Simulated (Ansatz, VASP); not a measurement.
# MgO in VASP and in Ansatz

File INCAR:

```
ALGO = Normal
EDIFF = 1E-6
EDIFFG = -0.005
ENCUT = 600
GGA = PS
IBRION = 2
ISIF = 3
ISMEAR = 0
LASPH = T
LCHARG = F
LREAL = F
LWAVE = F
NELM = 60
NSW = 100
PREC = Accurate
SIGMA = 0.02
```

File KPOINTS:

```
k-points
0
Gamma
  10 10 10
```

POSCAR

```
MgO
1.0
    0.0000000000      2.0970013927      2.0970013927
    2.0970013927      0.0000000000      2.0970013927
    2.0970013927      2.0970013927      0.0000000000
Mg O
1 1
Direct
    0.0000000000      0.0000000000      0.0000000000
    0.5000000000      0.5000000000      0.5000000000
```

Input for Ansatz:

```yaml
crystal:
  lattice:
    - [0.0, 2.0970013927, 2.0970013927]
    - [2.0970013927, 0.0, 2.0970013927]
    - [2.0970013927, 2.0970013927, 0.0]
  atoms:
    - { symbol: Mg, position: [0.0, 0.0, 0.0] }
    - { symbol: O, position: [0.5, 0.5, 0.5] }
basis:
  ecutwfc: 420
kpoints:
  mp_grid: { grid: [10, 10, 10] }
hamiltonian:
  xc: pbesol
scf:
  occupations: { method: gaussian, width: 0.02 }
output:
  forces: true
  stress: true
  eigenvalues: true
relax:
  adjacent_minimum: "off"
  f_tol: 0.005
  max_steps: 80
  cell: { stress_tol: 0.05 }
```

Alike in both runs: task relaxation of cell and atoms; functional PBEsol; k mesh 10 × 10 × 10; occupations gaussian, width 0.02 eV; no spin polarisation.

```csv
,VASP,Ansatz
version,VASP 6.6.1,Ansatz 0.2.0
potentials or method,"VASP PAW PBE potentials, release 64 (Mg, O), cutoff 600 eV","scalar-relativistic, plane waves, PAW"
valence electrons in the cell,8,16
```

Ansatz gave:

* gap on the k mesh at the Fermi level, each at its own relaxed structure (eV): 4.62
* relaxed volume (Å³/atom): 9.35
* relaxed cell length with the largest relative difference (Å): 2.980

Q: Which values does VASP return?

A: gap on the k mesh at the Fermi level, each at its own relaxed structure (eV): 4.66; relaxed volume (Å³/atom): 9.31; relaxed cell length with the largest relative difference (Å): 2.975.

VASP's potentials were made for PBE, not for PBEsol. VASP's potentials hold 8 valence electrons a cell and Ansatz's 16, so a difference there can come from the potentials and not from the codes.
